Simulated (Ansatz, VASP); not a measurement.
One calculation of I, two programs

The input INCAR:

```
PREC     = Accurate       # precision mode
ENCUT    = 520            # plane-wave cutoff, eV
EDIFF    = 1E-6           # SCF threshold, eV
ISMEAR   = 0              # smearing method
SIGMA    = 0.02           # smearing width, eV
LREAL    = False          # projectors in reciprocal space
LASPH    = True           # aspherical terms in the spheres
NELM     = 80             # most SCF steps
ALGO     = Normal         # electronic algorithm
ISIF     = 2              # what is computed and relaxed
LWAVE    = False          # write WAVECAR
LCHARG   = False          # write CHGCAR
GGA      = PE             # functional
NBANDS   = 10             # bands
```

Contents of KPOINTS:

```
regular mesh
0
Gamma
  9 9 9
```

File POSCAR:

```
I
1.0
    0.0000000000      2.3656004428      3.9098401324
    2.1922454667      0.0000000000      3.9098401324
    2.1922454667      2.3656004428      0.0000000000
I
1
Direct
    0.0000000000      0.0000000000      0.0000000000
```

Contents of input.yaml:

```yaml
crystal:
  lattice:
    - [0.0, 2.3656004428, 3.9098401324]
    - [2.1922454667, 0.0, 3.9098401324]
    - [2.1922454667, 2.3656004428, 0.0]
  atoms:
    - { symbol: I, position: [0.0, 0.0, 0.0] }
hamiltonian:
  xc: pbe
  pseudopotentials: { kind: paw }
kpoints:
  mp_grid: { grid: [9, 9, 9] }
scf:
  occupations: { method: gaussian, width: 0.02 }
output:
  forces: true
  stress: true
  eigenvalues: true
```

Alike in both runs: task single point; functional PBE; k mesh 9 × 9 × 9; occupations gaussian, width 0.02 eV; no spin polarisation.

```csv
,VASP,Ansatz
version,VASP 6.6.1,Ansatz 0.2.0
potentials or method,"VASP PAW PBE potentials, release 64 (I)",Ansatz PAW
plane-wave cutoff (eV),520,420
valence electrons in the cell,7,17
```

VASP gave:

| Quantity | Value |
| --- | --- |
| gap on the k mesh at the Fermi level (eV) | none |
| pressure (GPa) | 0.4 |
| traceless stress, the component that is largest in VASP (GPa) | 0.35 |

Question: Estimate Ansatz's values.

Answer: gap on the k mesh at the Fermi level (eV): none; pressure (GPa): 0.4; traceless stress, the component that is largest in VASP (GPa): 0.32.

A gap of «none» marks a metal or a gap that the smearing closes. VASP's potentials hold 7 valence electrons a cell and Ansatz's 17, so a difference there can come from the potentials and not from the codes.

Neither program's run includes spin-orbit coupling.
